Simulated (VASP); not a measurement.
# Cu (I4/mmm) in VASP: a series of runs, part 2 of 2

VASP 6.6.1. Earlier steps stand in the parts before.

**3. Single point, LDA**

INCAR

```
PREC = Accurate
ENCUT = 520
EDIFF = 1E-7
ISMEAR = 0
SIGMA = 0.15
LREAL = False
LASPH = True
NELM = 60
ALGO = Normal
ISIF = 2
LWAVE = False
LCHARG = False
NBANDS = 12
```

KPOINTS

```
regular mesh
0
Gamma
  22 22 22
```

POSCAR

```
Cu
1.0
   -1.4095500000      1.4095500000      1.3913500000
    1.4095500000     -1.4095500000      1.3913500000
    1.4095500000      1.4095500000     -1.3913500000
Cu
1
Direct
    0.0000000000      0.0000000000      0.0000000000
```

Potentials or basis: VASP PAW LDA potentials, release 64 (Cu).

Started as:

```bash
$ cat potpaw_LDA.64/Cu/POTCAR > POTCAR
$ mpirun -np 1 vasp_std > vasp.out
```

Wall time 37 s (1 thread of Intel Xeon 6975P-C (Granite Rapids), shared host); peak memory 0.21 GiB.

Results (log left out):

```
Free energy : -4.6682 eV
Pressure    : -1.3 GPa
```

Stress tensor (GPa, compression positive):
```
-1.27  0.00  0.00
 0.00 -1.27  0.00
 0.00  0.00 -1.47
```

Levels at points of the mesh, in eV from the Fermi level:
| k point | band 3 | band 4 | band 5 | band 6 | band 7 | band 8 | band 9 | band 10 |
| --- | --- | --- | --- | --- | --- | --- | --- | --- |
| (0.00, 0.00, 0.00) | -3.36 | -3.36 | -2.27 | -2.21 | 25.66 | 25.66 | 25.97 | 29.69 |
| (0.50, 0.00, 0.00) | -2.27 | -2.10 | -1.43 | -0.71 | 4.73 | 17.94 | 18.10 | 22.11 |
| (0.50, 0.50, 0.00) | -2.33 | -2.13 | -1.44 | -0.81 | 4.59 | 18.28 | 18.50 | 22.43 |
| (0.50, 0.50, 0.50) | -1.63 | -1.63 | -1.61 | 8.26 | 8.26 | 8.77 | 14.08 | 14.32 |

**4. Single point, LDA**

This run uses another cell than the first one, of 11.20 Å³/atom, 1.012 times its volume.

INCAR

```
SYSTEM = Cu
PREC     = Accurate       ! precision mode
ENCUT    = 520            ! plane-wave cutoff, eV
EDIFF    = 1E-7           ! SCF threshold, eV
ISMEAR   = 0              ! smearing method
SIGMA    = 0.15           ! smearing width, eV
LREAL    = .FALSE.        ! projectors in reciprocal space
LASPH    = .TRUE.         ! aspherical terms in the spheres
NELM     = 100            ! most SCF steps
ALGO     = Fast           ! electronic algorithm
ISIF     = 2              ! what is computed and relaxed
LWAVE    = .FALSE.        ! write WAVECAR
LCHARG   = .FALSE.        ! write CHGCAR
GGA      = CA             ! functional
NBANDS   = 12             ! bands
```

KPOINTS

```
regular mesh
0
G
  22 22 22
  0 0 0
```

POSCAR

```
Cu
1.0
   -1.4273957576      1.4273957576      1.3746000000
    1.4273957576     -1.4273957576      1.3746000000
    1.4273957576      1.4273957576     -1.3746000000
Cu
1
Direct
    0.0000000000      0.0000000000      0.0000000000
```

Started as:

```bash
$ cat potpaw_LDA.64/Cu/POTCAR > POTCAR
$ mpirun -np 1 vasp_std > vasp.out
```

Wall time 42 s (1 thread of Intel Xeon 6975P-C (Granite Rapids), shared host); peak memory 0.21 GiB.

The run converged. Its results:

- Free energy: -4.6665 eV
- Pressure: -3.1 GPa

Stress tensor (GPa, compression positive):
```
-2.93  0.00  0.00
 0.00 -2.93  0.00
 0.00  0.00 -3.46
```

Levels at points of the mesh, in eV from the Fermi level:
| k point | band 4 | band 5 | band 6 | band 7 | band 8 | band 9 |
| --- | --- | --- | --- | --- | --- | --- |
| (0.00, 0.00, 0.00) | -3.27 | -2.31 | -2.14 | 25.27 | 25.27 | 26.25 |
| (0.50, 0.00, 0.00) | -2.04 | -1.42 | -0.61 | 4.76 | 17.62 | 17.70 |
| (0.50, 0.50, 0.00) | -2.14 | -1.44 | -0.90 | 4.33 | 18.63 | 18.84 |
| (0.50, 0.50, 0.50) | -1.63 | -1.58 | 7.89 | 7.89 | 9.37 | 13.73 |

**5. Single point, LDA**

This run uses another cell than the first one, of 11.19 Å³/atom, 1.011 times its volume.

INCAR

```
  PREC = Accurate
  ENCUT = 520
  EDIFF = 1E-7
  ISMEAR = 0
  SIGMA = 0.15
  LREAL = F
  LASPH = T
  NELM = 60
  ALGO = Normal
  ISIF = 2
  LWAVE = F
  LCHARG = F
  NBANDS = 12
```

KPOINTS

```
Automatic mesh
0
Gamma
  22 22 22
```

POSCAR

```
Cu
1.0
   -1.4095500000      1.4095500000      1.4081500000
    1.4095500000     -1.4095500000      1.4081500000
    1.4095500000      1.4095500000     -1.4081500000
Cu
1
Direct
    0.0000000000      0.0000000000      0.0000000000
```

Potentials or basis: VASP PAW LDA potentials, release 64 (Cu).

Started as:

```bash
$ cat potpaw_LDA.64/Cu/POTCAR > POTCAR
$ mpirun -np 1 vasp_std > vasp.out
```

OUTCAR:

```text
PREC = Accurate
   ENCUT = 520
   EDIFF = 1E-7
   ISMEAR = 0
   LREAL = F
   LASPH = T
   NELM = 60
   ISIF = 2

 ion  position               nearest neighbor table
   1  0.000  0.000  0.000-

  LATTYP: Found a body centered tetragonal cell.
 ALAT       =     2.8191000000
 C/A-ratio  =     0.9990067752

  Lattice vectors:

 A1 = (  -1.4095500000,   1.4095500000,   1.4081500000)
 A2 = (   1.4095500000,  -1.4095500000,   1.4081500000)
 A3 = (   1.4095500000,   1.4095500000,  -1.4081500000)

Analysis of symmetry for initial positions (statically):
=====================================================================
 Subroutine PRICEL returns:
 Original cell was already a primitive cell.

 Routine SETGRP: Setting up the symmetry group for a
 body centered tetragonal supercell.

 Subroutine GETGRP returns: Found 16 space group operations
 (whereof 16 operations were pure point group operations)
 out of a pool of 16 trial point group operations.

The static configuration has the point symmetry D_4h.

Analysis of symmetry for dynamics (positions and initial velocities):
=====================================================================
 Subroutine PRICEL returns:
[... 159 lines left out ...]
 fundamental gap:      0.0060643443
 Fermi energy:         8.0327165767

 k-point     1 :       0.0000    0.0000    0.0000
  band No.  band energies     occupation
      1      -1.7267      2.00000
      2       4.6989      2.00000
      3       4.7031      2.00000
      4       4.7031      2.00000
      5       5.8169      2.00000
      6       5.8213      2.00000
      7      33.6812      0.00000
      8      33.6812      0.00000
      9      33.7039      0.00000
     10      37.5251      0.00000
     11      37.5251      0.00000
     12      37.5516      0.00000
[... 331 lines left out ...]
 k-point    24 :      -0.4545    0.0455    0.0000
  band No.  band energies     occupation
      1       2.6138      2.00000
      2       3.9661      2.00000
      3       5.7040      2.00000
      4       5.8292      2.00000
      5       6.2165      2.00000
      6       6.9966      2.00000
      7      13.9340      0.00000
      8      25.3847      0.00000
      9      26.2695      0.00000
     10      30.7430      0.00000
     11      33.7884      0.00000
     12      41.8407      0.00000

 [... further k-points ...]
[... 5 lines left out ...]
  --------------------------------------------------------------------------------------
  -------------------------------------------------------------------------------------
  Total       -0.2362810     -0.2362810     -0.2375910      0.0000000      0.0000000      0.0000000
  in kB      -33.8274689    -33.8274689    -34.0150098      0.0000000      0.0000000      0.0000000
  external PRESSURE =     -33.8899826 kB  Pullay stress =       0.0000000 kB

 VOLUME and BASIS-vectors are now :
 -----------------------------------------------------------------------------
  energy-cutoff  :      520.00
  volume of cell :       11.19
      direct lattice vectors                 reciprocal lattice vectors
    -1.409550000  1.409550000  1.408150000     0.000000000  0.354723139  0.355075809
     1.409550000 -1.409550000  1.408150000     0.354723139  0.000000000  0.355075809
     1.409550000  1.409550000 -1.408150000     0.354723139  0.354723139  0.000000000

 POSITION                                       TOTAL-FORCE (eV/Angst)
 -----------------------------------------------------------------------------------
      0.00000      0.00000      0.00000         0.000000     -0.000000      0.000000
 -----------------------------------------------------------------------------------
    total drift:                                0.000000      0.000000      0.000000

  FREE ENERGIE OF THE ION-ELECTRON SYSTEM (eV)
  ---------------------------------------------------
  free  energy   TOTEN  =        -4.6662046872 eV

  energy  without entropy=       -4.6613687412  energy(sigma->0) =       -4.66378671
```

Wall time 32 s (1 thread of Intel Xeon 6975P-C (Granite Rapids), shared host); peak memory 0.21 GiB.

Results:

- Free energy: -4.6662 eV
- Pressure: -3.4 GPa

**6. Overview**

| cell | gap on the mesh (eV) | pressure (GPa) |
| --- | --- | --- |
| a = 2.433 Å, angles 108.2, 108.2, 112.1°, 1 atom | none | -1.4 |
| a = 2.431 Å, angles 109.1, 109.1, 110.2°, 1 atom | none | -1.3 |
| a = 2.442 Å, angles 108.5, 108.5, 111.5°, 1 atom | none | -3.1 |
| a = 2.441 Å, angles 109.4, 109.4, 109.5°, 1 atom | none | -3.4 |

Alike in all rows: task single point; level LDA; potentials or basis VASP PAW LDA potentials, release 64 (Cu); no spin polarisation; k mesh 22 × 22 × 22; cutoff (eV) 520; smearing gaussian 0.15 eV.

Absolute energies hang on the potentials; compare differences alone.
